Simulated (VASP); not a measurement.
A run of VASP 6.6.1 is set up as follows.

INCAR

```
ALGO = Normal ; EDIFF = 1E-6
ENCUT = 520 ; GGA = PE
ISIF = 2 ; ISMEAR = -1
LASPH = True ; LCHARG = True
LELF = True ; LREAL = False
LVHAR = True ; LWAVE = False
NBANDS = 26 ; NELM = 60
PREC = Accurate ; SIGMA = 0.02
```

KPOINTS

```
k-points
0
Gamma
  6 6 4
```

The input POSCAR:

```
Ga2SbP
1.0
    4.0635642584      0.0000000000      0.0000000000
    0.0000000000      4.0635642584      0.0000000000
    0.0000000000      0.0000000000      5.8034925878
P Ga Sb
1 2 1
Direct
    0.0000000000      0.0000000000      0.0000000000
    0.0000000000      0.5000000000      0.7761964639
    0.5000000000      0.0000000000      0.2238035361
    0.5000000000      0.5000000000      0.5000000000
```

Potentials or basis: VASP PAW PBE potentials, release 64 (P, Ga_d, Sb).

The run is started by

```sh
$ cat potpaw_PBE.64/P/POTCAR potpaw_PBE.64/Ga_d/POTCAR potpaw_PBE.64/Sb/POTCAR > POTCAR
$ mpirun -np 1 vasp_std > vasp.out
```

**Question.** What does it give for the band gap on the k mesh?

**Answer.** 0.18 eV.

**Question.** What does it give for the largest force?

**Answer.** 0.070 eV/Å.

**Question.** Estimate the pressure.

**Answer.** 3.2 GPa.

Stress tensor (GPa, compression positive):
```
3.31 0.00 0.00
0.00 3.31 0.00
0.00 0.00 2.92
```

Caveat: the cell differs from its parent crystal (biaxial xy strain -0.7%); the cell stands under pressure; semilocal functionals underestimate gaps, and a narrow one can read as zero; spin-orbit coupling is left out, which moves the levels of the heavy elements. A k mesh can miss the band edges.
